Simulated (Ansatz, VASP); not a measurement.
# One calculation of CdO, two programs

INCAR

```
SYSTEM = CdO
PREC = Accurate
ENCUT = 600
EDIFF = 1E-6
ISMEAR = -1
SIGMA = 0.1
LREAL = .False.
LASPH = .True.
NELM = 120
ALGO = Normal
ISIF = 2
LWAVE = .False.
LCHARG = .True.
GGA = PE
LELF = .True.
LVHAR = .True.
NBANDS = 16
GGA_COMPAT = .False.
```

File KPOINTS:

```
regular mesh
0
Gamma
  7 7 7
  0 0 0
```

The input POSCAR:

```
CdO
1.0
    0.0000000000      2.3591184600      2.3591184600
    2.3591184600      0.0000000000      2.3591184600
    2.3591184600      2.3591184600      0.0000000000
Cd O
1 1
Direct
    0.0000000000      0.0000000000      0.0000000000
    0.5000000000      0.5000000000      0.5000000000
```

Input for Ansatz:

```yaml
crystal:
  lattice:
    - [0.0, 2.35911846, 2.35911846]
    - [2.35911846, 0.0, 2.35911846]
    - [2.35911846, 2.35911846, 0.0]
  atoms:
    - { symbol: Cd, position: [0.0, 0.0, 0.0] }
    - { symbol: O, position: [0.5, 0.5, 0.5] }
  symmetry: { tolerance: 0.0003 }
kpoints:
  mp_grid: { grid: [7, 7, 7], shift: [0, 0, 0] }
magnetization:
  spin_polarized: false
scf:
  occupations: { method: fermi_dirac }
  eigensolver: { kind: davidson }
hamiltonian:
  pseudopotentials: { kind: paw }
  xc: pbe
basis:
  ecutwfc: 420
  precision: f64
output:
  forces: true
  stress: true
  eigenvalues: true
  write_density: true
  write_potential: true
  elf: true
  volumetric_format: npy
```

Alike in both runs: task single point; functional PBE; k mesh 7 × 7 × 7; no spin polarisation.

|  | VASP | Ansatz |
| --- | --- | --- |
| version | VASP 6.6.1 | Ansatz 0.2.0 |
| potentials or method | VASP PAW PBE potentials, release 64 (Cd, O), cutoff 600 eV | PAW plane waves |
| occupations | fermi-dirac, width 0.1 eV | fermi-dirac |
| valence electrons in the cell | 18 | 26 |

```csv
,VASP,Ansatz,Ansatz less VASP
gap on the k mesh at the Fermi level (eV),none,none,-
pressure (GPa),5.5,4.3,-1.18
```

A gap of «none» marks a metal or a gap that the smearing closes. VASP's potentials hold 18 valence electrons a cell and Ansatz's 26, so a difference there can come from the potentials and not from the codes.
